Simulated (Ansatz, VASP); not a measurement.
**SrO in VASP and in Ansatz**

```
CELL_PARAMETERS angstrom
0.00000 2.58378 2.58378
2.58378 0.00000 2.58378
2.58378 2.58378 0.00000
ATOMIC_POSITIONS crystal
Sr 0.50000 0.50000 0.50000
O 0.00000 0.00000 0.00000
```

Alike in both runs: task relaxation of cell and atoms; functional PBEsol; k mesh 8 × 8 × 8; occupations gaussian, width 0.02 eV; no spin polarisation.

|  | VASP | Ansatz |
| --- | --- | --- |
| version | VASP 6.6.1 | Ansatz 0.2.0 |
| potentials or method | VASP PAW PBE potentials, release 64 (Sr_sv, O), cutoff 600 eV | scalar-relativistic, plane waves, PAW |
| valence electrons in the cell | 16 | 16 |

Ansatz gave:

- gap on the k mesh at the Fermi level, each at its own relaxed structure (eV): 3.20
- relaxed volume (Å³/atom): 16.80
- relaxed cell length with the largest relative difference (Å): 3.622

Question: What did VASP give for the same quantities?

Answer: gap on the k mesh at the Fermi level, each at its own relaxed structure (eV): 3.15; relaxed volume (Å³/atom): 16.90; relaxed cell length with the largest relative difference (Å): 3.629.

VASP's potentials were made for PBE, not for PBEsol.
